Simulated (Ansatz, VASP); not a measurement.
## MgSnO4: VASP beside Ansatz

```
CELL_PARAMETERS angstrom
3.38391 -3.41827 0.00000
3.38391 3.41827 0.00000
0.00000 0.00000 3.21494
ATOMIC_POSITIONS crystal
Mg 0.50000 0.50000 0.00000
Sn 0.00000 0.00000 0.50000
O 0.19848 0.80152 0.00000
O 0.80152 0.19848 0.00000
O 0.30202 0.30202 0.50000
O 0.69798 0.69798 0.50000
```

Change from the starting cell: species swapped into the TaVO4 type (Cmmm, No. 65).

Alike in both runs: functional PBE; k mesh 8 × 8 × 12; occupations gaussian, width 0.1 eV; no spin polarisation.

Ansatz relaxed the structure, and its values are those at the end. VASP's run is a single point on that final structure, the one shown.

|  | VASP | Ansatz |
| --- | --- | --- |
| version | VASP 6.6.1 | Ansatz 0.2.0 |
| potentials or method | VASP PAW PBE potentials, release 64 (Mg, Sn_d, O), cutoff 520 eV | scalar-relativistic, plane waves, PAW |
| valence electrons in the cell | 40 | 48 |

```csv
,VASP,Ansatz,Ansatz less VASP
gap on the k mesh at the Fermi level (eV),none,none,-
pressure (GPa),0.1,0.0,-0.08
rms of the force components (eV/Å),0.036,0.002,-0.0337
```

A gap of «none» marks a metal or a gap that the smearing closes. VASP's potentials hold 40 valence electrons a cell and Ansatz's 48, so a difference there can come from the potentials and not from the codes.
